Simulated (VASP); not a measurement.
Runs of VASP 6.6.1 on KBr. The structure is that of space group Fm-3m (No. 225), or close to it. The cells are those of the table. 

| level | cell | k mesh | smearing | gap on the mesh (eV) | pressure (GPa) |
| --- | --- | --- | --- | --- | --- |
| PBE | a = 4.705, b = 4.705, c = 4.670 Å, angles 60.2, 60.2, 59.5°, 2 atoms | 6 × 6 × 6 | fermi-dirac 0.02 eV | 4.39 | 0.5 |
| PBE | a = 4.690, b = 4.690, c = 4.717 Å, angles 59.8, 59.8, 60.4°, 2 atoms | 6 × 6 × 6 | fermi-dirac 0.02 eV | 4.38 | 0.4 |
| r2SCAN | a = 4.670 Å, angles 60.0°, 2 atoms | 6 × 6 × 6 | gaussian 0.01 eV | 5.07 | 0.0 |
| PBE | a = 4.623 Å, angles 60.0°, 2 atoms | 4 × 4 × 4 | gaussian 0.01 eV | (b) | (a) |
| r2SCAN | a = 4.690, b = 4.690, c = 4.717 Å, angles 59.8, 59.8, 60.4°, 2 atoms | 6 × 6 × 6 | gaussian 0.01 eV | 5.02 | (c) |
| PBE | a = 4.670 Å, angles 60.0°, 2 atoms | 6 × 6 × 6 | fermi-dirac 0.02 eV | 4.43 | 0.7 |
| PBE | a = 4.670 Å, angles 60.0°, 2 atoms | 4 × 4 × 4 | gaussian 0.01 eV | 4.43 | 0.7 |
| PBE | a = 4.705, b = 4.705, c = 4.670 Å, angles 60.2, 60.2, 59.5°, 2 atoms | 4 × 4 × 4 | gaussian 0.01 eV | 4.39 | 0.5 |
| PBE | a = 4.690, b = 4.690, c = 4.717 Å, angles 59.8, 59.8, 60.4°, 2 atoms | 4 × 4 × 4 | gaussian 0.01 eV | 4.38 | 0.4 |
| PBE | a = 4.670, b = 4.693, c = 4.693 Å, angles 59.7, 60.2, 60.2°, 2 atoms | 4 × 4 × 4 | gaussian 0.01 eV | 4.40 | 0.6 |

Alike in all rows: task single point; potentials or basis VASP PAW PBE potentials, release 64 (K_sv, Br); no spin polarisation; cutoff (eV) 520.

Fill in the values left out.

(a) 1.3; (b) 4.51; (c) -0.2.

Caveats: the PAW data sets were made with another functional, which shifts forces and pressure a little (some runs).

A k mesh can miss the band edges, and the runs leave out spin-orbit coupling on Br.
